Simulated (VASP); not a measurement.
A run of VASP 6.6.1:

The input INCAR:

```
SYSTEM = BaB5
ALGO = Normal
EDIFF = 1E-7
ENCUT = 520
GGA = PE
ISIF = 2
ISMEAR = 0
LASPH = .TRUE.
LCHARG = .FALSE.
LREAL = .FALSE.
LWAVE = .FALSE.
NBANDS = 22
NELM = 100
PREC = Accurate
SIGMA = 0.1
```

File KPOINTS:

```
k-points
0
G
  12 12 12
  0 0 0
```

The input POSCAR:

```
BaB5
1.0
    4.9599594146      0.0000000000      0.0000000000
   -2.4799797073      4.2954508548      0.0000000000
    0.0000000000      0.0000000000      2.9298913066
Ba B
1 5
Direct
    0.0000000000      0.0000000000      0.0000000000
    0.3333333333      0.6666666667      0.0000000000
    0.6666666667      0.3333333333      0.0000000000
    0.5000000000      0.0000000000      0.5000000000
    0.5000000000      0.5000000000      0.5000000000
    0.0000000000      0.5000000000      0.5000000000
```

Potentials or basis: VASP PAW PBE potentials, release 64 (Ba_sv, B).

Command:

```sh
$ cat potpaw_PBE.64/Ba_sv/POTCAR potpaw_PBE.64/B/POTCAR > POTCAR
$ mpirun -np 1 vasp_std > vasp.out
```

Hardware: 1 thread of Intel(R) Xeon(R) Platinum 8488C (Sapphire Rapids) (shared host).

Question: How long does it take, and how much memory?

Answer: Run time: 2.6 min on 1 thread of Intel(R) Xeon(R) Platinum 8488C (Sapphire Rapids) (shared host), peak memory 0.3 GiB. Counts: scf iterations 14, k points 133.
